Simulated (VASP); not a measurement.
# AlCoC4N4 (P-43m) in VASP: notebook

The runs below take AlCoC4N4 through single point, with PBE.

All numbers are computed with VASP 6.6.1; they aren't measurements. Logs are shortened: lines on timing, memory, paths and dates and some standing lists are left out, and cuts for length are marked.

## Step 1: The cell of the first run

It takes space group P-43m (No. 215, cubic). The conventional cell has a = 5.661 Å, b = 5.661 Å, c = 5.661 Å, α = 90.00°, β = 90.00°, γ = 90.00°. Within 2.4 Å of Al (site symmetry -43m) lie 4 N at 1.84 Å. Co (site symmetry -43m) has 4 C at 1.88 Å within 2.5 Å. Within 1.6 Å of C (site symmetry 3m) lie 1 N at 1.18 Å. N (site symmetry 3m) has 1 C at 1.18 Å within 1.6 Å.

## Step 2: Single point, PBE, collinear spin, ferromagnetic start

Contents of INCAR:

```
SYSTEM = AlCoC4N4
ALGO = Normal
EDIFF = 1E-6
ENCUT = 520
GGA = PE
ISIF = 2
ISMEAR = 0
ISPIN = 2
LASPH = .TRUE.
LCHARG = .TRUE.
LELF = .TRUE.
LMAXMIX = 4
LORBIT = 11
LREAL = .FALSE.
LVHAR = .TRUE.
LWAVE = .FALSE.
MAGMOM = 0 3 0 0 0 0 0 0 0 0
NBANDS = 39
NELM = 150
PREC = Accurate
SIGMA = 0.1
```

Contents of KPOINTS:

```
k-points
0
G
  4 4 4
  0 0 0
```

Contents of POSCAR:

```
AlCoC4N4
1.0
    5.6607973612      0.0000000000      0.0000000000
    0.0000000000      5.6607973612      0.0000000000
    0.0000000000      0.0000000000      5.6607973612
Al Co C N
1 1 4 4
Direct
    0.5000000000      0.5000000000      0.5000000000
    0.0000000000      0.0000000000      0.0000000000
    0.1917525486      0.1917525486      0.1917525486
    0.1917525486      0.8082474514      0.8082474514
    0.8082474514      0.1917525486      0.8082474514
    0.8082474514      0.8082474514      0.1917525486
    0.3120602866      0.3120602866      0.3120602866
    0.3120602866      0.6879397134      0.6879397134
    0.6879397134      0.3120602866      0.6879397134
    0.6879397134      0.6879397134      0.3120602866
```

Potentials or basis: VASP PAW PBE potentials, release 64 (Al, Co, C, N).

Started as:

```console
cat potpaw_PBE.64/Al/POTCAR potpaw_PBE.64/Co/POTCAR potpaw_PBE.64/C/POTCAR potpaw_PBE.64/N/POTCAR > POTCAR
mpirun -np 1 vasp_std > vasp.out
```

OUTCAR:

```text
SYSTEM = AlCoC4N4
   EDIFF = 1E-6
   ENCUT = 520
   GGA = PE
   ISIF = 2
   ISMEAR = 0
   ISPIN = 2
   LASPH = .TRUE.
   LORBIT = 11
   LREAL = .FALSE.
   NELM = 150
   PREC = Accurate

 ion  position               nearest neighbor table
   1  0.500  0.500  0.500-   7 1.84   8 1.84   9 1.84  10 1.84
   2  0.000  0.000  0.000-   3 1.88   4 1.88   5 1.88   6 1.88
   3  0.192  0.192  0.192-   7 1.18   2 1.88
   4  0.192  0.808  0.808-   8 1.18   2 1.88
   5  0.808  0.192  0.808-   9 1.18   2 1.88
   6  0.808  0.808  0.192-  10 1.18   2 1.88
   7  0.312  0.312  0.312-   3 1.18   1 1.84
   8  0.312  0.688  0.688-   4 1.18   1 1.84
   9  0.688  0.312  0.688-   5 1.18   1 1.84
  10  0.688  0.688  0.312-   6 1.18   1 1.84

  LATTYP: Found a simple cubic cell.
 ALAT       =     5.6607973612

  Lattice vectors:

 A1 = (   5.6607973612,   0.0000000000,   0.0000000000)
 A2 = (   0.0000000000,   5.6607973612,   0.0000000000)
 A3 = (   0.0000000000,   0.0000000000,   5.6607973612)

Analysis of symmetry for initial positions (statically):
=====================================================================
 Subroutine PRICEL returns:
 Original cell was already a primitive cell.

 Routine SETGRP: Setting up the symmetry group for a
 simple cubic supercell.

 Subroutine GETGRP returns: Found 24 space group operations
 (whereof 24 operations were pure point group operations)
 out of a pool of 48 trial point group operations.

The static configuration has the point symmetry T_d .

Analysis of symmetry for dynamics (positions and initial velocities):
=====================================================================
 Subroutine PRICEL returns:
 Original cell was already a primitive cell.

 Routine SETGRP: Setting up the symmetry group for a
 simple cubic supercell.

 Subroutine GETGRP returns: Found 24 space group operations
 (whereof 24 operations were pure point group operations)
 out of a pool of 48 trial point group operations.

The dynamic configuration has the point symmetry T_d .

Analysis of structural, dynamic, and magnetic symmetry:
=====================================================================
 Subroutine PRICEL returns:
 Original cell was already a primitive cell.

 Routine SETGRP: Setting up the symmetry group for a
 simple cubic supercell.

 Subroutine GETGRP returns: Found 24 space group operations
 (whereof 24 operations were pure point group operations)
 out of a pool of 48 trial point group operations.

The overall configuration has the point symmetry T_d .

 Subroutine INISYM returns: Found 24 space group operations
 (whereof 24 operations are pure point group operations),
 and found     1 'primitive' translations

----------------------------------------------------------------------------------------

                                     Primitive cell

  volume of cell :     181.3981

  direct lattice vectors                    reciprocal lattice vectors
     5.660797361  0.000000000  0.000000000     0.176653559  0.000000000  0.000000000
     0.000000000  5.660797361  0.000000000     0.000000000  0.176653559  0.000000000
     0.000000000  0.000000000  5.660797361     0.000000000  0.000000000  0.176653559

  length of vectors
     5.660797361  5.660797361  5.660797361     0.176653559  0.176653559  0.176653559

  position of ions in fractional coordinates (direct lattice)
     0.500000000  0.500000000  0.500000000
     0.000000000  0.000000000  0.000000000
     0.191752549  0.191752549  0.191752549
     0.191752549  0.808247451  0.808247451
     0.808247451  0.191752549  0.808247451
     0.808247451  0.808247451  0.191752549
     0.312060287  0.312060287  0.312060287
     0.312060287  0.687939713  0.687939713
     0.687939713  0.312060287  0.687939713
     0.687939713  0.687939713  0.312060287

  ion indices of the primitive-cell ions
   primitive index   ion index
                 1           1
                 2           2
                 3           3
                 4           4
                 5           5
                 6           6
                 7           7
                 8           8
                 9           9
                10          10

----------------------------------------------------------------------------------------

 KPOINTS: k-points

Automatic generation of k-mesh.
 Grid dimensions read from file:
 generate k-points for:    4    4    4

 Generating k-lattice:

  Cartesian coordinates                     Fractional coordinates (reciprocal lattice)
     0.044163390  0.000000000  0.000000000     0.250000000  0.000000000  0.000000000
     0.000000000  0.044163390  0.000000000     0.000000000  0.250000000  0.000000000
     0.000000000  0.000000000  0.044163390     0.000000000  0.000000000  0.250000000

  Length of vectors
     0.044163390  0.044163390  0.044163390

  Shift w.r.t. Gamma in fractional coordinates (k-lattice)
     0.000000000  0.000000000  0.000000000

 Subroutine IBZKPT returns following result:
 ===========================================

 Found     10 irreducible k-points:

 Following reciprocal coordinates:
            Coordinates               Weight
  0.000000  0.000000  0.000000      1.000000
  0.250000  0.000000  0.000000      6.000000
  0.500000  0.000000  0.000000      3.000000
  0.250000  0.250000  0.000000     12.000000
  0.500000  0.250000  0.000000     12.000000
  0.500000  0.500000  0.000000      3.000000
  0.250000  0.250000  0.250000      8.000000
  0.500000  0.250000  0.250000     12.000000
  0.500000  0.500000  0.250000      6.000000
  0.500000  0.500000  0.500000      1.000000
   k-points           NKPTS =     10   k-points in BZ     NKDIM =     10   number of bands    NBANDS=     39
   number of dos      NEDOS =    301   number of ions     NIONS =     10
   total plane-waves  NPLWV =  74088
   dimension x,y,z NGX =    42 NGY =   42 NGZ =   42
   dimension x,y,z NGXF=    84 NGYF=   84 NGZF=   84
   ions per type =               1   1   4   4
   NGX,Y,Z   is equivalent  to a cutoff of  12.33, 12.33, 12.33 a.u.
   NGXF,Y,Z  is equivalent  to a cutoff of  24.67, 24.67, 24.67 a.u.
 SYSTEM =  AlCoC4N4
   PREC   = accura    normal or accurate (medium, high low for compatibility)
   ISTART =      0    job   : 0-new  1-cont  2-samecut
   ICHARG =      2    charge: 1-file 2-atom 10-const
   ISPIN  =      2    spin polarized calculation?
   LNONCOLLINEAR =      F non collinear calculations
   LSORBIT =      F    spin-orbit coupling
   LASPH  =      T    aspherical Exc in radial PAW
   ENCUT  =  520.0 eV  38.22 Ry    6.18 a.u.  10.53 10.53 10.53*2*pi/ulx,y,z
   NELM   =    150;   NELMIN=  2; NELMDL= -5     # of ELM steps
   EDIFF  = 0.1E-05   stopping-criterion for ELM
   LREAL  =      F    real-space projection
   EDIFFG = 0.1E-04   stopping-criterion for IOM
   NSW    =      0    number of steps for IOM
   IBRION =     -1    ionic relax: 0-MD 1-quasi-New 2-CG
   NFREE  =      0    steps in history (QN), initial steepest desc. (CG)
   ISIF   =      2    stress and relaxation
   ISYM   =      2    0-nonsym 1-usesym 2-fastsym
   POTIM  = 0.5000    time-step for ionic-motion
   TEBEG  =    0.0;   TEEND  =   0.0 temperature during run
   PSTRESS=    0.0 pullay stress
   NELECT =      48.0000    total number of electrons
   NUPDOWN=      -1.0000    fix difference up-down
   EMIN   =  10.00;   EMAX   =-10.00  energy-range for DOS
   EFERMI =   0.00;   METHOD = LEGACY
   ISMEAR =     0;   SIGMA  =   0.10  broadening in eV -4-tet -1-fermi 0-gaus
   EFERMI_NEDOS =   21; number of points for ismear=-14 and -15
   IALGO  =     38    algorithm
   IMIX   =      4    mixing-type and parameters
     AMIX     =   0.40;   BMIX     =  1.00
     AMIX_MAG =   1.60;   BMIX_MAG =  1.00
  volume/ion in A,a.u.               =      18.14       122.41
  Fermi-wavevector in a.u.,A,eV,Ry     =   1.051020  1.986140 15.029580  1.104643
  Thomas-Fermi vector in A             =   2.186046
   LORBIT       =     11    0 simple, 1 ext, 2 COOP (PROOUT), +10 PAW based schemes
   GGA     = PE    functional components
   LHFCALC =     F    Hartree Fock is set to
   AEXX    =    0.0000 exact exchange contribution
   IVDW    =     0    specifies the selected vdW correction
   LEPSILON=     F    determine dielectric tensor
   LRPA    =     F    only Hartree local field effects (RPA)
 spin polarized calculation
 Gauss-broadening in eV      SIGMA  =   0.10
  energy-cutoff  :      520.00
  volume of cell :      181.40
 maximum number of plane-waves:      4945
   NGX = 21   NGY = 21   NGZ = 21

 number of electron      47.9999997 magnetization       1.9997630

 Free energy of the ion-electron system (eV)
  ---------------------------------------------------
  ext. energy  EPLUGINS =         0.00000000
  ---------------------------------------------------
  free energy    TOTEN  =       -80.17647559 eV

  energy without entropy =      -80.12959625  energy(sigma->0) =      -80.15303592

 E-fermi :   0.5092     XC(G=0):  -7.5204

 val. band max:        0.4961425074   @ k =   0.5000   0.5000   0.2500
 cond. band min:       0.5202463318   @ k =   0.5000   0.5000   0.0000
 fundamental gap:      0.0241038245
 Fermi energy:         0.5091970104

 spin component 1

 k-point     1 :       0.0000    0.0000    0.0000
  band No.  band energies     occupation
      1     -18.1478      1.00000
      2     -17.8913      1.00000
      3     -17.8913      1.00000
      4     -17.8913      1.00000
      5      -9.9183      1.00000
      6      -7.8848      1.00000
[... 28 lines left out ...]
     35       8.0328      0.00000
     36       9.0631      0.00000
[... 319 lines left out ...]
      5      -9.9722      1.00000
      6      -7.9081      1.00000
[... 28 lines left out ...]
     35       7.2622      0.00000
     36       7.2622      0.00000
 Fermi energy:         0.5091970104

 spin component 2

 k-point     1 :       0.0000    0.0000    0.0000
  band No.  band energies     occupation
      1     -18.0922      1.00000
      2     -17.8352      1.00000
      3     -17.8352      1.00000
      4     -17.8352      1.00000
      5      -9.8776      1.00000
      6      -7.8209      1.00000
[... 28 lines left out ...]
     35       8.0721      0.00000
     36       9.1064      0.00000
[... 319 lines left out ...]
      5      -9.9297      1.00000
      6      -7.8457      1.00000
[... 28 lines left out ...]
     35       7.3646      0.00000
     36       7.3646      0.00000
 [bands above 36 left out]

------------------------ aborting loop because EDIFF is reached ----------------------------------------

  FORCE on cell =-STRESS in cart. coord.  units (eV):
  Direction    XX          YY          ZZ          XY          YZ          ZX
  --------------------------------------------------------------------------------------
  -------------------------------------------------------------------------------------
  Total        0.0787384      0.0787384      0.0787384     -0.0000000      0.0000000     -0.0000000
  in kB        0.6954472      0.6954472      0.6954472     -0.0000000      0.0000000     -0.0000000
  external PRESSURE =       0.6954472 kB  Pullay stress =       0.0000000 kB

 VOLUME and BASIS-vectors are now :
 -----------------------------------------------------------------------------
  energy-cutoff  :      520.00
  volume of cell :      181.40
      direct lattice vectors                 reciprocal lattice vectors
     5.660797361  0.000000000  0.000000000     0.176653559  0.000000000  0.000000000
     0.000000000  5.660797361  0.000000000     0.000000000  0.176653559  0.000000000
     0.000000000  0.000000000  5.660797361     0.000000000  0.000000000  0.176653559

 POSITION                                       TOTAL-FORCE (eV/Angst)
 -----------------------------------------------------------------------------------
      2.83040      2.83040      2.83040         0.000000     -0.000000     -0.000000
      0.00000      0.00000      0.00000         0.000000     -0.000000     -0.000000
      1.08547      1.08547      1.08547        -0.192289     -0.192289     -0.192289
      1.08547      4.57533      4.57533        -0.192289      0.192289      0.192289
      4.57533      1.08547      4.57533         0.192289     -0.192289      0.192289
      4.57533      4.57533      1.08547         0.192289      0.192289     -0.192289
      1.76651      1.76651      1.76651         0.206573      0.206573      0.206573
      1.76651      3.89429      3.89429         0.206573     -0.206573     -0.206573
      3.89429      1.76651      3.89429        -0.206573      0.206573     -0.206573
      3.89429      3.89429      1.76651        -0.206573     -0.206573      0.206573
 -----------------------------------------------------------------------------------
    total drift:                               -0.000000     -0.000000      0.000000

  FREE ENERGIE OF THE ION-ELECTRON SYSTEM (eV)
  ---------------------------------------------------
  free  energy   TOTEN  =       -80.1764755929 eV

  energy  without entropy=      -80.1295962452  energy(sigma->0) =      -80.15303592

 total charge

# of ion       s       p       d       tot
------------------------------------------
    1        0.334   0.423   0.000   0.757
    2        0.500   0.771   7.258   8.530
    3        0.963   1.577   0.000   2.541
    4        0.963   1.577   0.000   2.541
    5        0.963   1.577   0.000   2.541
    6        0.963   1.577   0.000   2.541
    7        1.286   2.680   0.000   3.967
    8        1.286   2.680   0.000   3.967
    9        1.286   2.680   0.000   3.967
   10        1.286   2.680   0.000   3.967
--------------------------------------------------
tot          9.833  18.225   7.258  35.316

 magnetization (x)

# of ion       s       p       d       tot
------------------------------------------
    1        0.000  -0.000   0.000  -0.000
    2        0.008   0.110   1.444   1.562
    3        0.007  -0.002   0.000   0.006
    4        0.007  -0.002   0.000   0.006
    5        0.007  -0.002   0.000   0.006
    6        0.007  -0.002   0.000   0.006
    7        0.003   0.035   0.000   0.038
    8        0.003   0.035   0.000   0.038
    9        0.003   0.035   0.000   0.038
   10        0.003   0.035   0.000   0.038
--------------------------------------------------
tot          0.050   0.242   1.444   1.736
```

Wall time 4.7 min (1 thread of Oxide Virtual Turin-like, shared host); peak memory 0.35 GiB.

Results:

* Free energy: -80.1765 eV
* Pressure: 0.1 GPa
* Largest force: 0.358 eV/Å
* Band gap on the k mesh: zero (filled and empty bands overlap)
* Net moment: 2.00 μB per cell
* Site moments: Al -0.00; Co +1.56; C +0.01; N +0.04 μB
* Valence electrons inside the program's atomic spheres: Al 0.76; Co 8.53; C 2.54; N 3.97

Forces in eV/Å, atoms in the order of the input:
```
Al   0.000  0.000  0.000
Co   0.000  0.000  0.000
C   -0.192 -0.192 -0.192
C   -0.192  0.192  0.192
C    0.192 -0.192  0.192
C    0.192  0.192 -0.192
N    0.207  0.207  0.207
N    0.207 -0.207 -0.207
N   -0.207  0.207 -0.207
N   -0.207 -0.207  0.207
```

Caveat: a cell with one magnetic atom can't hold antiferromagnetic order, which such compounds often take. With open d or f shells a metallic result of PBE can be an artefact of self-interaction; +U or a hybrid may open a gap.

## Step 3: Single point, PBE, collinear spin, ferromagnetic start

This run uses another cell than the first one, of 19.82 Å³/atom, 1.093 times its volume.

Contents of INCAR:

```
ALGO = Normal
EDIFF = 1E-6
ENCUT = 520
GGA = PE
ISIF = 2
ISMEAR = 0
ISPIN = 2
LASPH = True
LCHARG = True
LELF = True
LMAXMIX = 4
LORBIT = 11
LREAL = False
LVHAR = True
LWAVE = False
MAGMOM = 0 3 0 0 0 0 0 0 0 0
NBANDS = 39
NELM = 150
PREC = Accurate
SIGMA = 0.1
```

Contents of KPOINTS:

```
k-points
0
Gamma
  4 4 4
```

Contents of POSCAR:

```
AlCoC4N4
1.0
    5.8306603700      0.0000000000      0.0000000000
    0.0000000000      5.8306603700      0.0000000000
    0.0000000000      0.0000000000      5.8306603700
Al Co C N
1 1 4 4
Direct
    0.5000000000      0.5000000000      0.5000000000
    0.0000000000      0.0000000000      0.0000000000
    0.1898207700      0.1898207700      0.1898207700
    0.1898207700      0.8101792300      0.8101792300
    0.8101792300      0.1898207700      0.8101792300
    0.8101792300      0.8101792300      0.1898207700
    0.3056738300      0.3056738300      0.3056738300
    0.3056738300      0.6943261700      0.6943261700
    0.6943261700      0.3056738300      0.6943261700
    0.6943261700      0.6943261700      0.3056738300
```

Potentials or basis: VASP PAW PBE potentials, release 64 (Al, Co, C, N).

Started as:

```console
cat potpaw_PBE.64/Al/POTCAR potpaw_PBE.64/Co/POTCAR potpaw_PBE.64/C/POTCAR potpaw_PBE.64/N/POTCAR > POTCAR
mpirun -np 1 vasp_std > vasp.out
```

It took 5.5 min on 1 thread of Oxide Virtual Turin-like, shared host; peak memory 0.44 GiB.

The run converged. Its results:

```yaml
Free_energy: -79.6100 eV
Pressure: -3.3 GPa
Largest_force: 3.078 eV/Å
Band_gap_on_the_k_mesh: zero (filled and empty bands overlap)
Net_moment: 2.00 μB per cell
Site_moments: Al +0.00; Co +1.63; C +0.01; N +0.03 μB
Valence_electrons_inside_the_program's_atomic_spheres: Al 0.63; Co 8.40; C 2.55; N 3.94
```

Forces in eV/Å, atoms in the order of the input:
```
Al   0.000  0.000  0.000
Co   0.000  0.000  0.000
C   -0.920 -0.920 -0.920
C   -0.920  0.920  0.920
C    0.920 -0.920  0.920
C    0.920  0.920 -0.920
N    1.777  1.777  1.777
N    1.777 -1.777 -1.777
N   -1.777  1.777 -1.777
N   -1.777 -1.777  1.777
```

Levels at points of the mesh, in eV from the Fermi level:
Spin up:
| k point | band 23 | band 24 | band 25 | band 26 | band 27 | band 28 |
| --- | --- | --- | --- | --- | --- | --- |
| (0.00, 0.00, 0.00) | -1.51 | -1.51 | -1.51 | 2.58 | 2.58 | 2.58 |
| (0.50, 0.00, 0.00) | -1.42 | -1.26 | -1.26 | 2.59 | 2.59 | 2.92 |
| (0.50, 0.50, 0.00) | -1.39 | -1.23 | -1.23 | 2.84 | 3.01 | 3.01 |
| (0.50, 0.50, 0.50) | -1.41 | -1.41 | -1.41 | 3.03 | 3.03 | 3.03 |
Spin down:
```tsv
k point	band 20	band 21	band 22	band 23	band 24	band 25	band 26	band 27
(0.00, 0.00, 0.00)	-4.47	-1.28	-1.28	-0.22	-0.22	-0.22	3.07	3.07
(0.50, 0.00, 0.00)	-4.56	-1.31	-1.16	-0.05	0.12	0.12	2.82	2.82
(0.50, 0.50, 0.00)	-4.55	-1.30	-1.18	0.02	0.18	0.18	3.00	3.11
(0.50, 0.50, 0.50)	-4.33	-1.28	-1.28	-0.02	-0.02	-0.02	3.40	3.40
```

Caveat: a cell with one magnetic atom can't hold antiferromagnetic order, which such compounds often take; forces of over 1 eV/Å act on the atoms, so gaps and moduli don't describe the material at rest.
